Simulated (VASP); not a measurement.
# Sc6H (Cmmm) in VASP: single point with PBE

Aim: the single point of Sc6H with PBE.

Program: VASP 6.6.1. These are calculated values, not measurements. Logs are shortened: lines on timing, memory, paths and dates and some standing lists are left out, and cuts for length are marked.

### 1 The cell of the first run

Symmetry: Cmmm, No. 65, orthorhombic system. Conventional cell: a = 5.097 Å, b = 8.878 Å, c = 6.470 Å, α = 90.00°, β = 90.00°, γ = 90.00°. Sc (site symmetry m) has 1 H at 2.21 Å and 3 Sc at 2.94 to 2.98 Å within 3.0 Å. Sc (site symmetry mmm) has 2 H at 2.55 Å and 14 Sc at 3.23 to 3.37 Å within 3.4 Å. Within 4.3 Å of Sc (site symmetry mmm) lie 14 Sc at 3.23 to 3.36 Å and 4 H at 4.12 Å. Within 2.9 Å of H (site symmetry mmm) lie 6 Sc at 2.21 to 2.55 Å.

### 2 Single point, PBE

File INCAR:

```
SYSTEM = Sc6H
ALGO = Normal ; EDIFF = 1E-7
ENCUT = 520 ; GGA = PE
ISIF = 2 ; ISMEAR = 0
LASPH = .TRUE. ; LCHARG = .FALSE.
LREAL = .FALSE. ; LWAVE = .FALSE.
NBANDS = 42 ; NELM = 100
PREC = Accurate ; SIGMA = 0.1
```

File KPOINTS:

```
k-points
0
G
  8 8 6
  0 0 0
```

File POSCAR:

```
Sc6H
1.0
    4.4392153567     -2.5484693286      0.0024084717
    4.4392153567      2.5484693286      0.0024084717
   -0.0035100810      0.0000000000      6.4696651654
Sc H
6 1
Direct
    0.3323554405      0.3323554405      0.5020738884
    0.3323554405      0.3323554405      0.9979261116
    0.0000000000      0.0000000000      0.2500000000
    0.0000000000      0.0000000000      0.7500000000
    0.6676445595      0.6676445595     -0.0020738884
    0.6676445595      0.6676445595      0.5020738884
    0.5000000000      0.5000000000      0.2500000000
```

Potentials or basis: VASP PAW PBE potentials, release 64 (Sc_sv, H).

Started as:

```bash
> cat potpaw_PBE.64/Sc_sv/POTCAR potpaw_PBE.64/H/POTCAR > POTCAR
> mpirun -np 1 vasp_std > vasp.out
```

OUTCAR:

```text
SYSTEM = Sc6H
   EDIFF = 1E-7
   ENCUT = 520
   GGA = PE
   ISIF = 2
   ISMEAR = 0
   LASPH = .TRUE.
   LREAL = .FALSE.
   NELM = 100
   PREC = Accurate

 ion  position               nearest neighbor table
   1  0.332  0.332  0.502-   6 2.94   6 2.94   6 2.98   2 3.21   2 3.26   4 3.36   4 3.36   4 3.36
                             3 3.37   3 3.37   3 3.37
   2  0.332  0.332  0.998-   5 2.94   5 2.94   5 2.98   1 3.21   1 3.26   4 3.36   4 3.36   4 3.36
                             3 3.37   3 3.37   3 3.37
   3  0.000  0.000  0.250-   4 3.23   4 3.23   5 3.37   1 3.37   6 3.37   2 3.37   6 3.37   6 3.37
                             2 3.37   2 3.37   1 3.37   5 3.37   1 3.37   5 3.37
   4  0.000  0.000  0.750-   3 3.23   3 3.23   6 3.36   2 3.36   1 3.36   5 3.36   5 3.36   5 3.36
                             1 3.36   1 3.36   6 3.36   2 3.36   6 3.36   2 3.36
   5  0.668  0.668  0.998-   2 2.94   2 2.94   2 2.98   6 3.21   6 3.26   4 3.36   4 3.36   4 3.36
                             3 3.37   3 3.37   3 3.37
   6  0.668  0.668  0.502-   1 2.94   1 2.94   1 2.98   5 3.21   5 3.26   4 3.36   4 3.36   4 3.36
                             3 3.37   3 3.37   3 3.37
   7  0.500  0.500  0.250-

  LATTYP: Found a base centered orthorhombic cell.
 ALAT       =     5.0969386572
 B/A-ratio  =     1.7419146310
 C/A-ratio  =     1.2693239124

  Lattice vectors:

 A1 = (  -4.4392153567,  -2.5484693286,  -0.0024084717)
 A2 = (   4.4392153567,  -2.5484693286,   0.0024084717)
 A3 = (  -0.0035100810,   0.0000000000,   6.4696651654)

Analysis of symmetry for initial positions (statically):
=====================================================================
 Subroutine PRICEL returns:
 Original cell was already a primitive cell.

 Routine SETGRP: Setting up the symmetry group for a
 base centered orthorhombic supercell.

 Subroutine GETGRP returns: Found  8 space group operations
 (whereof  4 operations were pure point group operations)
 out of a pool of  8 trial point group operations.

The static configuration has the point symmetry C_2v.
 The point group associated with its full space group is D_2h.

Analysis of symmetry for dynamics (positions and initial velocities):
=====================================================================
 Subroutine PRICEL returns:
 Original cell was already a primitive cell.

 Routine SETGRP: Setting up the symmetry group for a
 base centered orthorhombic supercell.

 Subroutine GETGRP returns: Found  8 space group operations
 (whereof  4 operations were pure point group operations)
 out of a pool of  8 trial point group operations.

The dynamic configuration has the point symmetry C_2v.
 The point group associated with its full space group is D_2h.

 Subroutine INISYM returns: Found  8 space group operations
 (whereof  4 operations are pure point group operations),
 and found     1 'primitive' translations

----------------------------------------------------------------------------------------

                                     Primitive cell

  volume of cell :     146.3853

  direct lattice vectors                    reciprocal lattice vectors
     4.439215357 -2.548469329  0.002408472     0.112632484 -0.196196201  0.000061108
     4.439215357  2.548469329  0.002408472     0.112632484  0.196196201  0.000061108
    -0.003510081  0.000000000  6.469665165    -0.000083860  0.000000000  0.154567459

  length of vectors
     5.118723933  5.118723933  6.469666118     0.226227826  0.226227826  0.154567482

  position of ions in fractional coordinates (direct lattice)
     0.332355441  0.332355441  0.502073888
     0.332355441  0.332355441  0.997926112
     0.000000000  0.000000000  0.250000000
     0.000000000  0.000000000  0.750000000
     0.667644559  0.667644559  0.997926112
     0.667644559  0.667644559  0.502073888
     0.500000000  0.500000000  0.250000000

  ion indices of the primitive-cell ions
   primitive index   ion index
                 1           1
                 2           2
                 3           3
                 4           4
                 5           5
                 6           6
                 7           7

----------------------------------------------------------------------------------------

 KPOINTS: k-points

Automatic generation of k-mesh.
 Grid dimensions read from file:
 generate k-points for:    8    8    6

 Generating k-lattice:

  Cartesian coordinates                     Fractional coordinates (reciprocal lattice)
     0.014079061 -0.024524525  0.000007639     0.125000000 -0.000000000  0.000000000
     0.014079061  0.024524525  0.000007639    -0.000000000  0.125000000  0.000000000
    -0.000013977  0.000000000  0.025761243     0.000000000  0.000000000  0.166666667

  Length of vectors
     0.028278478  0.028278478  0.025761247

  Shift w.r.t. Gamma in fractional coordinates (k-lattice)
     0.000000000  0.000000000  0.000000000

 Subroutine IBZKPT returns following result:
 ===========================================

 Found     84 irreducible k-points:

 Following reciprocal coordinates:
            Coordinates               Weight
  0.000000  0.000000  0.000000      1.000000
  0.125000  0.000000 -0.000000      4.000000
  0.250000  0.000000 -0.000000      4.000000
  0.375000  0.000000  0.000000      4.000000
  0.500000  0.000000 -0.000000      2.000000
  0.125000  0.125000  0.000000      2.000000
[... 16 lines left out ...]
  0.125000  0.000000  0.166667      8.000000
  0.250000  0.000000  0.166667      8.000000
 [... further k-points ...]
   k-points           NKPTS =     84   k-points in BZ     NKDIM =     84   number of bands    NBANDS=     42
   number of dos      NEDOS =    301   number of ions     NIONS =      7
   total plane-waves  NPLWV =  76800
   dimension x,y,z NGX =    40 NGY =   40 NGZ =   48
   dimension x,y,z NGXF=    80 NGYF=   80 NGZF=   96
   ions per type =               6   1
   NGX,Y,Z   is equivalent  to a cutoff of  12.99, 12.99, 12.33 a.u.
   NGXF,Y,Z  is equivalent  to a cutoff of  25.98, 25.98, 24.67 a.u.
 SYSTEM =  Sc6H
   PREC   = accura    normal or accurate (medium, high low for compatibility)
   ISTART =      0    job   : 0-new  1-cont  2-samecut
   ICHARG =      2    charge: 1-file 2-atom 10-const
   ISPIN  =      1    spin polarized calculation?
   LNONCOLLINEAR =      F non collinear calculations
   LSORBIT =      F    spin-orbit coupling
   LASPH  =      T    aspherical Exc in radial PAW
   ENCUT  =  520.0 eV  38.22 Ry    6.18 a.u.   9.52  9.52 12.03*2*pi/ulx,y,z
   NELM   =    100;   NELMIN=  2; NELMDL= -5     # of ELM steps
   EDIFF  = 0.1E-06   stopping-criterion for ELM
   LREAL  =      F    real-space projection
   EDIFFG = 0.1E-05   stopping-criterion for IOM
   NSW    =      0    number of steps for IOM
   IBRION =     -1    ionic relax: 0-MD 1-quasi-New 2-CG
   NFREE  =      0    steps in history (QN), initial steepest desc. (CG)
   ISIF   =      2    stress and relaxation
   ISYM   =      2    0-nonsym 1-usesym 2-fastsym
   POTIM  = 0.5000    time-step for ionic-motion
   TEBEG  =    0.0;   TEEND  =   0.0 temperature during run
   PSTRESS=    0.0 pullay stress
   NELECT =      67.0000    total number of electrons
   NUPDOWN=      -1.0000    fix difference up-down
   EMIN   =  10.00;   EMAX   =-10.00  energy-range for DOS
   EFERMI =   0.00;   METHOD = LEGACY
   ISMEAR =     0;   SIGMA  =   0.10  broadening in eV -4-tet -1-fermi 0-gaus
   EFERMI_NEDOS =   21; number of points for ismear=-14 and -15
   IALGO  =     38    algorithm
   IMIX   =      4    mixing-type and parameters
     AMIX     =   0.40;   BMIX     =  1.00
     AMIX_MAG =   1.60;   BMIX_MAG =  1.00
  volume/ion in A,a.u.               =      20.91       141.12
  Fermi-wavevector in a.u.,A,eV,Ry     =   1.261636  2.384145 21.656723  1.591724
  Thomas-Fermi vector in A             =   2.395085
   LORBIT       =      0    0 simple, 1 ext, 2 COOP (PROOUT), +10 PAW based schemes
   GGA     = PE    functional components
   LHFCALC =     F    Hartree Fock is set to
   AEXX    =    0.0000 exact exchange contribution
   IVDW    =     0    specifies the selected vdW correction
   LEPSILON=     F    determine dielectric tensor
   LRPA    =     F    only Hartree local field effects (RPA)
 non-spin polarized calculation
 Gauss-broadening in eV      SIGMA  =   0.10
  energy-cutoff  :      520.00
  volume of cell :      146.39
 maximum number of plane-waves:      3986
 NGX is ok and might be reduce to    40
   NGX = 19   NGY = 19   NGZ = 25

 number of electron      67.0000007 magnetization

 Free energy of the ion-electron system (eV)
  ---------------------------------------------------
  ext. energy  EPLUGINS =         0.00000000
  ---------------------------------------------------
  free energy    TOTEN  =       -41.39254716 eV

  energy without entropy =      -41.33826341  energy(sigma->0) =      -41.36540529

 E-fermi :   3.8208     XC(G=0): -10.0074

 val. band max:        3.8186362698   @ k =   0.3750   0.0000   0.3333
 cond. band min:       3.8210533023   @ k =   0.5000   0.1250   0.1667
 fundamental gap:      0.0024170325
 Fermi energy:         3.8208285697

 k-point     1 :       0.0000    0.0000    0.0000
  band No.  band energies     occupation
      1     -45.6498      2.00000
      2     -45.5618      2.00000
      3     -45.5405      2.00000
      4     -45.4660      2.00000
      5     -45.4447      2.00000
      6     -45.4438      2.00000
[... 34 lines left out ...]
     41       5.4506      0.00000
     42       5.5947      0.00000

 k-point     2 :       0.1250    0.0000   -0.0000
  band No.  band energies     occupation
      1     -45.6490      2.00000
      2     -45.5590      2.00000
      3     -45.5373      2.00000
      4     -45.4694      2.00000
      5     -45.4480      2.00000
      6     -45.4441      2.00000
[... 979 lines left out ...]
     41       5.5425      0.00000
     42       5.5707      0.00000

 k-point    24 :       0.2500    0.0000    0.1667
  band No.  band energies     occupation
      1     -45.6468      2.00000
      2     -45.5494      2.00000
      3     -45.5297      2.00000
      4     -45.4774      2.00000
      5     -45.4587      2.00000
      6     -45.4450      2.00000
[... 34 lines left out ...]
     41       5.3920      0.00000
     42       5.4515      0.00000

 [... further k-points ...]

------------------------ aborting loop because EDIFF is reached ----------------------------------------

  FORCE on cell =-STRESS in cart. coord.  units (eV):
  Direction    XX          YY          ZZ          XY          YZ          ZX
  --------------------------------------------------------------------------------------
  -------------------------------------------------------------------------------------
  Total        0.0917786      0.0707201      0.0458209      0.0000000      0.0000000      0.0000249
  in kB        1.0045106      0.7740262      0.5015063      0.0000000      0.0000000      0.0002729
  external PRESSURE =       0.7600144 kB  Pullay stress =       0.0000000 kB

 VOLUME and BASIS-vectors are now :
 -----------------------------------------------------------------------------
  energy-cutoff  :      520.00
  volume of cell :      146.39
      direct lattice vectors                 reciprocal lattice vectors
     4.439215357 -2.548469329  0.002408472     0.112632484 -0.196196201  0.000061108
     4.439215357  2.548469329  0.002408472     0.112632484  0.196196201  0.000061108
    -0.003510081  0.000000000  6.469665165    -0.000083860  0.000000000  0.154567459

 POSITION                                       TOTAL-FORCE (eV/Angst)
 -----------------------------------------------------------------------------------
      2.94903      0.00000      3.24985        -0.003886      0.000000     -0.001172
      2.94729      0.00000      6.45785        -0.003888      0.000000      0.001168
     -0.00088      0.00000      1.61742        -0.000000      0.000000     -0.000000
     -0.00263      0.00000      4.85225        -0.000000     -0.000000     -0.000000
      5.92413      0.00000      6.45946         0.003886      0.000000      0.001172
      5.92587      0.00000      3.25147         0.003888      0.000000     -0.001168
      4.43834      0.00000      1.61982        -0.000000      0.000000     -0.000000
 -----------------------------------------------------------------------------------
    total drift:                               -0.000000     -0.000000      0.000000

  FREE ENERGIE OF THE ION-ELECTRON SYSTEM (eV)
  ---------------------------------------------------
  free  energy   TOTEN  =       -41.3925471602 eV

  energy  without entropy=      -41.3382634118  energy(sigma->0) =      -41.36540529
```

Run time: 5.5 min. Hardware: 1 thread of Intel Xeon 6975P-C (Granite Rapids), shared host; peak memory 0.52 GiB.

What came out:

| Property | Result |
| --- | --- |
| Free energy | -41.3925 eV |
| Pressure | 0.1 GPa |
| Largest force | 0.004 eV/Å |
| Band gap on the k mesh | zero (an odd number of electrons rules out a gap without spin polarisation) |

Forces on the atoms (eV/Å):
```
Sc  -0.004  0.000 -0.001
Sc  -0.004  0.000  0.001
Sc   0.000  0.000  0.000
Sc   0.000  0.000  0.000
Sc   0.004  0.000  0.001
Sc   0.004  0.000 -0.001
H    0.000  0.000  0.000
```

Levels at points of the mesh, in eV from the Fermi level:
| k point | band 31 | band 32 | band 33 | band 34 | band 35 | band 36 |
| --- | --- | --- | --- | --- | --- | --- |
| (0.00, 0.00, 0.00) | -0.56 | -0.51 | -0.33 | -0.16 | -0.03 | 0.01 |
| (0.50, 0.00, 0.00) | -0.53 | -0.12 | -0.09 | 0.35 | 0.53 | 0.56 |
| (0.50, 0.50, 0.00) | -0.31 | -0.14 | -0.07 | 0.40 | 0.51 | 0.57 |
| (0.00, 0.00, 0.50) | -0.42 | -0.39 | -0.38 | -0.33 | -0.28 | -0.27 |
| (0.50, 0.00, 0.50) | -0.86 | -0.13 | 0.18 | 0.25 | 0.30 | 0.32 |
| (0.50, 0.50, 0.50) | -0.31 | -0.09 | 0.20 | 0.29 | 0.34 | 0.39 |
